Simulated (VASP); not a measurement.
A run of VASP 6.6.1 is set up as follows.

The input INCAR:

```
SYSTEM = WSe2
PREC = Accurate
ENCUT = 520
EDIFF = 1E-6
ISMEAR = 0
SIGMA = 0.05
LREAL = .False.
LASPH = .True.
NELM = 60
ALGO = Normal
ISIF = 2
LWAVE = .False.
LCHARG = .False.
GGA = PS
IVDW = 12
NBANDS = 20
```

File KPOINTS:

```
regular mesh
0
Gamma
  12 12 2
  0 0 0
```

File POSCAR:

```
WSe2
1.0
    3.3179375931      0.0000000000      0.0000000000
   -1.6589687966      2.8734182438      0.0000000000
    0.0000000000      0.0000000000     16.6581424200
W Se
1 2
Direct
   -0.0075348012     -0.0075348012      0.0000000000
    0.3333333333      0.6666666667      0.0997865200
    0.3333333333      0.6666666667      0.9002134800
```

Potentials or basis: VASP PAW PBE potentials, release 64 (W_sv, Se).

The run is started by

```console
$ cat potpaw_PBE.64/W_sv/POTCAR potpaw_PBE.64/Se/POTCAR > POTCAR
$ mpirun -np 1 vasp_std > vasp.out
```

Predict the band gap on the k mesh.

1.52 eV.

Estimate the dispersion energy per atom.

-0.280 eV.

Estimate the largest force.

0.458 eV/Å.

Forces in eV/Å, atoms in the order of the input:
```
W    0.232  0.395  0.000
Se  -0.116 -0.198 -0.126
Se  -0.116 -0.198  0.126
```

Caveat: the cell differs from its parent crystal (all W atoms moved +0.025 Å, as atom 1 towards its neighbour atom 1 (W) at 3.318 Å); there is no dipole correction, which matters where the two faces differ; the PAW data sets were made with another functional, which shifts forces and pressure a little; spin-orbit coupling is left out, which moves the levels of the heavy elements.
